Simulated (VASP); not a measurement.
# ZrN (Fm-3m) in VASP: a series of runs

ZrN is run at these levels: r2SCAN; tasks: single point.

Everything below comes from runs of VASP 6.6.1. Logs are shortened: lines on timing, memory, paths and dates and some standing lists are left out, and cuts for length are marked.

### Step 1. The cell of the first run

The structure is cubic, space group Fm-3m (No. 225). The conventional cell has a = 4.600 Å, b = 4.600 Å, c = 4.600 Å, α = 90.00°, β = 90.00°, γ = 90.00°. Zr (site symmetry m-3m) has 6 N at 2.30 Å within 3.0 Å. Within 3.0 Å of N (site symmetry m-3m) lie 6 Zr at 2.30 Å.

### Step 2. Single point, r2SCAN

POSCAR reads:

```
ZrN
1.0
    0.0000000000      2.3000000000      2.3000000000
    2.3000000000      0.0000000000      2.3000000000
    2.3000000000      2.3000000000      0.0000000000
Zr N
1 1
Direct
    0.5000000000      0.5000000000      0.5000000000
    0.0000000000      0.0000000000      0.0000000000
```

INCAR.step1 reads:

```
SYSTEM = ZrN
PREC = Accurate
ENCUT = 660
ISMEAR = -1
SIGMA = 0.1
LREAL = .False.
LASPH = .True.
NELM = 120
NBANDS = 16
GGA = PE
ALGO = Normal
EDIFF = 1E-5
LWAVE = .True.
LCHARG = .False.
GGA_COMPAT = .False.
```

INCAR.step2 reads:

```
SYSTEM = ZrN
PREC = Accurate
ENCUT = 660
EDIFF = 1E-6
ISMEAR = -1
SIGMA = 0.1
LREAL = .False.
LASPH = .True.
NELM = 120
ALGO = Normal
ISIF = 2
LWAVE = .False.
LCHARG = .False.
METAGGA = R2SCAN
LMIXTAU = .True.
NBANDS = 16
ISTART = 1
GGA_COMPAT = .False.
```

KPOINTS reads:

```
Automatic mesh
0
Gamma
  8 8 8
  0 0 0
```

Potentials or basis: VASP PAW PBE potentials, release 64 (Zr_sv, N).

Run with:

```bash
$ cat potpaw_PBE.64/Zr_sv/POTCAR potpaw_PBE.64/N/POTCAR > POTCAR
$ cp INCAR.step1 INCAR
$ mpirun -np 1 vasp_std > vasp.out
$ cp INCAR.step2 INCAR
$ mpirun -np 1 vasp_std > vasp.out
```

OUTCAR:

```text
SYSTEM = ZrN
   PREC = Accurate
   ENCUT = 660
   EDIFF = 1E-6
   ISMEAR = -1
   LREAL = .False.
   LASPH = .True.
   NELM = 120
   ISIF = 2
   METAGGA = R2SCAN
   ISTART = 1

 ion  position               nearest neighbor table
   1  0.500  0.500  0.500-   2 2.30   2 2.30   2 2.30   2 2.30   2 2.30   2 2.30
   2  0.000  0.000  0.000-   1 2.30   1 2.30   1 2.30   1 2.30   1 2.30   1 2.30

  LATTYP: Found a face centered cubic cell.
 ALAT       =     4.6000000000

  Lattice vectors:

 A1 = (   0.0000000000,   2.3000000000,   2.3000000000)
 A2 = (   2.3000000000,   0.0000000000,   2.3000000000)
 A3 = (   2.3000000000,   2.3000000000,   0.0000000000)

Analysis of symmetry for initial positions (statically):
=====================================================================
 Subroutine PRICEL returns:
 Original cell was already a primitive cell.

 Routine SETGRP: Setting up the symmetry group for a
 face centered cubic supercell.

 Subroutine GETGRP returns: Found 48 space group operations
 (whereof 48 operations were pure point group operations)
 out of a pool of 48 trial point group operations.

The static configuration has the point symmetry O_h .

Analysis of symmetry for dynamics (positions and initial velocities):
=====================================================================
 Subroutine PRICEL returns:
 Original cell was already a primitive cell.

 Routine SETGRP: Setting up the symmetry group for a
 face centered cubic supercell.

 Subroutine GETGRP returns: Found 48 space group operations
 (whereof 48 operations were pure point group operations)
 out of a pool of 48 trial point group operations.

The dynamic configuration has the point symmetry O_h .

 Subroutine INISYM returns: Found 48 space group operations
 (whereof 48 operations are pure point group operations),
 and found     1 'primitive' translations

----------------------------------------------------------------------------------------

                                     Primitive cell

  volume of cell :      24.3340

  direct lattice vectors                    reciprocal lattice vectors
     0.000000000  2.300000000  2.300000000    -0.217391304  0.217391304  0.217391304
     2.300000000  0.000000000  2.300000000     0.217391304 -0.217391304  0.217391304
     2.300000000  2.300000000  0.000000000     0.217391304  0.217391304 -0.217391304

  length of vectors
     3.252691193  3.252691193  3.252691193     0.376532784  0.376532784  0.376532784

  position of ions in fractional coordinates (direct lattice)
     0.500000000  0.500000000  0.500000000
     0.000000000  0.000000000  0.000000000

  ion indices of the primitive-cell ions
   primitive index   ion index
                 1           1
                 2           2

----------------------------------------------------------------------------------------

 KPOINTS: Automatic mesh

Automatic generation of k-mesh.
 Grid dimensions read from file:
 generate k-points for:    8    8    8

 Generating k-lattice:

  Cartesian coordinates                     Fractional coordinates (reciprocal lattice)
    -0.027173913  0.027173913  0.027173913     0.125000000  0.000000000  0.000000000
     0.027173913 -0.027173913  0.027173913     0.000000000  0.125000000  0.000000000
     0.027173913  0.027173913 -0.027173913     0.000000000  0.000000000  0.125000000

  Length of vectors
     0.047066598  0.047066598  0.047066598

  Shift w.r.t. Gamma in fractional coordinates (k-lattice)
     0.000000000  0.000000000  0.000000000

 Subroutine IBZKPT returns following result:
 ===========================================

 Found     29 irreducible k-points:

 Following reciprocal coordinates:
            Coordinates               Weight
  0.000000  0.000000  0.000000      1.000000
  0.125000  0.000000  0.000000      8.000000
  0.250000  0.000000  0.000000      8.000000
  0.375000  0.000000  0.000000      8.000000
  0.500000  0.000000  0.000000      4.000000
  0.125000  0.125000  0.000000      6.000000
[... 16 lines left out ...]
  0.500000  0.250000  0.125000     48.000000
 -0.375000  0.250000  0.125000     24.000000
 [... further k-points ...]
   k-points           NKPTS =     29   k-points in BZ     NKDIM =     29   number of bands    NBANDS=     16
   number of dos      NEDOS =    301   number of ions     NIONS =      2
   total plane-waves  NPLWV =  21952
   dimension x,y,z NGX =    28 NGY =   28 NGZ =   28
   dimension x,y,z NGXF=    56 NGYF=   56 NGZF=   56
   ions per type =               1   1
   NGX,Y,Z   is equivalent  to a cutoff of  14.31, 14.31, 14.31 a.u.
   NGXF,Y,Z  is equivalent  to a cutoff of  28.62, 28.62, 28.62 a.u.
 SYSTEM =  ZrN
   PREC   = accura    normal or accurate (medium, high low for compatibility)
   ISTART =      1    job   : 0-new  1-cont  2-samecut
   ICHARG =      0    charge: 1-file 2-atom 10-const
   ISPIN  =      1    spin polarized calculation?
   LNONCOLLINEAR =      F non collinear calculations
   LSORBIT =      F    spin-orbit coupling
   LASPH  =      T    aspherical Exc in radial PAW
   ENCUT  =  660.0 eV  48.51 Ry    6.96 a.u.   6.81  6.81  6.81*2*pi/ulx,y,z
   NELM   =    120;   NELMIN=  2; NELMDL=  0     # of ELM steps
   EDIFF  = 0.1E-05   stopping-criterion for ELM
   LREAL  =      F    real-space projection
   EDIFFG = 0.1E-04   stopping-criterion for IOM
   NSW    =      0    number of steps for IOM
   IBRION =     -1    ionic relax: 0-MD 1-quasi-New 2-CG
   NFREE  =      0    steps in history (QN), initial steepest desc. (CG)
   ISIF   =      2    stress and relaxation
   ISYM   =      2    0-nonsym 1-usesym 2-fastsym
   POTIM  = 0.5000    time-step for ionic-motion
   TEBEG  =    0.0;   TEEND  =   0.0 temperature during run
   PSTRESS=    0.0 pullay stress
   NELECT =      17.0000    total number of electrons
   NUPDOWN=      -1.0000    fix difference up-down
   EMIN   =  10.00;   EMAX   =-10.00  energy-range for DOS
   EFERMI =   0.00;   METHOD = LEGACY
   ISMEAR =    -1;   SIGMA  =   0.10  broadening in eV -4-tet -1-fermi 0-gaus
   EFERMI_NEDOS =   21; number of points for ismear=-14 and -15
   IALGO  =     38    algorithm
   IMIX   =      4    mixing-type and parameters
     AMIX     =   0.40;   BMIX     =  1.00
     AMIX_MAG =   1.60;   BMIX_MAG =  1.00
  volume/ion in A,a.u.               =      12.17        82.11
  Fermi-wavevector in a.u.,A,eV,Ry     =   1.452624  2.745062 28.709889  2.110117
  Thomas-Fermi vector in A             =   2.569985
   LORBIT       =      0    0 simple, 1 ext, 2 COOP (PROOUT), +10 PAW based schemes
   METAGGA = R2SCAN    functional components
   LHFCALC =     F    Hartree Fock is set to
   AEXX    =    0.0000 exact exchange contribution
   IVDW    =     0    specifies the selected vdW correction
   LEPSILON=     F    determine dielectric tensor
   LRPA    =     F    only Hartree local field effects (RPA)
 non-spin polarized calculation
  energy-cutoff  :      660.00
  volume of cell :       24.33
 maximum number of plane-waves:       960
   NGX = 13   NGY = 13   NGZ = 13

 number of electron      17.0000000 magnetization

 Free energy of the ion-electron system (eV)
  ---------------------------------------------------
  ext. energy  EPLUGINS =         0.00000000
  ---------------------------------------------------
  free energy    TOTEN  =       -35.83228921 eV

  energy without entropy =      -35.80114221  energy(sigma->0) =      -35.81671571

 E-fermi :  12.0531     XC(G=0): -13.2465

 val. band max:       12.0208112871   @ k =   0.1250   0.0000   0.0000
 cond. band min:      12.0996683697   @ k =   0.3750   0.1250   0.0000
 fundamental gap:      0.0788570826
 Fermi energy:        12.0531351263

 k-point     1 :       0.0000    0.0000    0.0000
  band No.  band energies     occupation
      1     -39.4512      2.00000
      2     -16.3792      2.00000
      3     -16.3792      2.00000
      4     -16.3792      2.00000
      5      -5.3364      2.00000
      6       9.0457      2.00000
[... 8 lines left out ...]
     15      21.6892      0.00000
     16      34.9188      0.00000

 k-point     2 :       0.1250    0.0000    0.0000
  band No.  band energies     occupation
      1     -39.4309      2.00000
      2     -16.5664      2.00000
      3     -16.3923      2.00000
      4     -16.3923      2.00000
      5      -5.0313      2.00000
      6       7.9312      2.00000
[... 8 lines left out ...]
     15      22.6927      0.00000
     16      32.4068      0.00000

 k-point     3 :       0.2500    0.0000    0.0000
  band No.  band energies     occupation
      1     -39.3816      2.00000
      2     -16.9905      2.00000
      3     -16.4237      2.00000
      4     -16.4237      2.00000
      5      -4.2913      2.00000
      6       6.0808      2.00000
[... 8 lines left out ...]
     15      24.5199      0.00000
     16      29.6680      0.00000

 k-point     4 :       0.3750    0.0000    0.0000
  band No.  band energies     occupation
      1     -39.3316      2.00000
      2     -17.3827      2.00000
      3     -16.4547      2.00000
      4     -16.4547      2.00000
      5      -3.5165      2.00000
      6       4.6083      2.00000
[... 8 lines left out ...]
     15      25.0498      0.00000
     16      26.3651      0.00000
[... 324 lines left out ...]
 k-point    22 :       0.3750    0.2500    0.1250
  band No.  band energies     occupation
      1     -39.3450      2.00000
      2     -17.0576      2.00000
      3     -16.6229      2.00000
      4     -16.4792      2.00000
      5      -4.1543      2.00000
      6       5.4697      2.00000
[... 8 lines left out ...]
     15      25.6591      0.00000
     16      26.3329      0.00000

 k-point    23 :       0.5000    0.2500    0.1250
  band No.  band energies     occupation
      1     -39.3050      2.00000
      2     -17.2569      2.00000
      3     -16.7208      2.00000
      4     -16.5314      2.00000
      5      -3.8519      2.00000
      6       5.1744      2.00000
[... 8 lines left out ...]
     15      24.6859      0.00000
     16      25.4603      0.00000

 k-point    24 :      -0.3750    0.2500    0.1250
  band No.  band energies     occupation
      1     -39.2883      2.00000
      2     -17.3420      2.00000
      3     -16.7449      2.00000
      4     -16.5645      2.00000
      5      -3.7332      2.00000
      6       5.0452      2.00000
[... 8 lines left out ...]
     15      24.4199      0.00000
     16      25.4137      0.00000

 [... further k-points ...]

------------------------ aborting loop because EDIFF is reached ----------------------------------------

  FORCE on cell =-STRESS in cart. coord.  units (eV):
  Direction    XX          YY          ZZ          XY          YZ          ZX
  --------------------------------------------------------------------------------------
  -------------------------------------------------------------------------------------
  Total       -0.2670093     -0.2670093     -0.2670093     -0.0000000     -0.0000000      0.0000000
  in kB      -17.5801879    -17.5801879    -17.5801879     -0.0000000     -0.0000000      0.0000000
  external PRESSURE =     -17.5801879 kB  Pullay stress =       0.0000000 kB

 VOLUME and BASIS-vectors are now :
 -----------------------------------------------------------------------------
  energy-cutoff  :      660.00
  volume of cell :       24.33
      direct lattice vectors                 reciprocal lattice vectors
     0.000000000  2.300000000  2.300000000    -0.217391304  0.217391304  0.217391304
     2.300000000  0.000000000  2.300000000     0.217391304 -0.217391304  0.217391304
     2.300000000  2.300000000  0.000000000     0.217391304  0.217391304 -0.217391304

 POSITION                                       TOTAL-FORCE (eV/Angst)
 -----------------------------------------------------------------------------------
      2.30000      2.30000      2.30000        -0.000000      0.000000     -0.000000
      0.00000      0.00000      0.00000         0.000000     -0.000000      0.000000
 -----------------------------------------------------------------------------------
    total drift:                                0.000000      0.000000      0.000000

  FREE ENERGIE OF THE ION-ELECTRON SYSTEM (eV)
  ---------------------------------------------------
  free  energy   TOTEN  =       -35.8322892128 eV

  energy  without entropy=      -35.8011422052  energy(sigma->0) =      -35.81671571
```

It took 30 s on 1 thread of Intel Xeon 6975P-C (Granite Rapids), shared host; peak memory 0.17 GiB.

Results:

```yaml
Free_energy: -35.8323 eV
Pressure: -1.8 GPa
```

Caveat: the PAW data sets were made with another functional, which shifts forces and pressure a little.

(Continued in part 2 of 2.)
